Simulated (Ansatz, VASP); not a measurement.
# MoS2 in VASP and in Ansatz

```
Mo S
1.0
     6.29945    0.00000    0.00000
    -3.14972    5.45548    0.00000
     0.00000    0.00000    6.64754
Mo S
4 8
Direct
  0.54166 0.52083 0.97054
  0.50000 0.00000 0.00000
  0.00000 0.50000 0.00000
  0.00000 0.00000 0.00000
  0.16667 0.33333 0.23567
  0.16667 0.83333 0.23567
  0.66667 0.33333 0.23567
  0.66667 0.83333 0.23567
  0.16667 0.33333 0.76433
  0.16667 0.83333 0.76433
  0.66667 0.33333 0.76433
  0.66667 0.83333 0.76433
```

Alike in both runs: task single point; functional PBE; dispersion D3(BJ); k mesh 6 × 6 × 4; occupations gaussian, width 0.05 eV; no spin polarisation.

```csv
,VASP,Ansatz
version,VASP 6.6.1,Ansatz 0.2.0
potentials or method,"VASP PAW PBE potentials, release 64 (Mo_sv, S), cutoff 520 eV","scalar-relativistic, plane waves, PAW"
valence electrons in the cell,104,104
```

```csv
,VASP,Ansatz,Ansatz less VASP
gap on the k mesh at the Fermi level (eV),0.75,0.74,-0.012
least direct gap on the mesh (eV),1.12,1.12,-0.002
pressure (GPa),1.7,1.9,+0.14
"traceless stress, the component that is largest in VASP (GPa)",-1.22,-1.24,-0.012
rms of the force components (eV/Å),1.482,1.487,+0.0045
```

Atom by atom the forces differ by 0.008 eV/Å (rms over components).
